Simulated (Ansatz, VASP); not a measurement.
## Two plane-wave programs on Br

File INCAR:

```
PREC = Accurate
ENCUT = 520
EDIFF = 1E-6
ISMEAR = -1
SIGMA = 0.05
LREAL = False
LASPH = True
NELM = 60
ALGO = Normal
ISIF = 2
LWAVE = False
LCHARG = False
GGA = PE
NBANDS = 22
```

The input KPOINTS:

```
regular mesh
0
Gamma
  4 4 2
```

POSCAR

```
Br
1.0
    3.3632500000     -2.3225500000      0.0000000000
    3.3632500000      2.3225500000      0.0000000000
    0.0000000000      0.0000000000      8.7023000000
Br
4
Direct
    0.3651000000      0.6349000000      0.3901000000
    0.1349000000      0.8651000000      0.8901000000
    0.6349000000      0.3651000000      0.6099000000
    0.8651000000      0.1349000000      0.1099000000
```

File input.yaml:

```yaml
crystal:
  lattice:
    - [3.36325, -2.32255, 0.0]
    - [3.36325, 2.32255, 0.0]
    - [0.0, 0.0, 8.7023]
  atoms:
    - { symbol: Br, position: [0.3651, 0.6349, 0.3901] }
    - { symbol: Br, position: [0.1349, 0.8651, 0.8901] }
    - { symbol: Br, position: [0.6349, 0.3651, 0.6099] }
    - { symbol: Br, position: [0.8651, 0.1349, 0.1099] }
hamiltonian:
  xc: pbe
  pseudopotentials: { kind: paw }
kpoints:
  mp_grid: { grid: [4, 4, 2] }
scf:
  occupations: { method: fermi_dirac, width: 0.05 }
output:
  forces: true
  stress: true
  eigenvalues: true
  write_density: true
  write_potential: true
  elf: true
  volumetric_format: npy
```

Alike in both runs: task single point; functional PBE; k mesh 4 × 4 × 2; occupations fermi-dirac, width 0.05 eV; no spin polarisation.

```csv
,VASP,Ansatz
version,VASP 6.6.1,Ansatz 0.2.0
potentials or method,"VASP PAW PBE potentials, release 64 (Br)",Ansatz PAW
plane-wave cutoff (eV),520,420
valence electrons in the cell,28,28
```

```tsv
	VASP	Ansatz	Ansatz less VASP
gap on the k mesh at the Fermi level (eV)	1.88	1.87	-0.001
least direct gap on the mesh (eV)	1.92	1.92	-0.001
pressure (GPa)	1.9	1.8	-0.02
traceless stress, the component that is largest in VASP (GPa)	1.19	1.17	-0.027
rms of the force components (eV/Å)	0.506	0.499	-0.0069
```

Atom by atom the forces differ by 0.007 eV/Å (rms over components). The functional is the same, so the differences come from potentials, cutoffs and numerics.
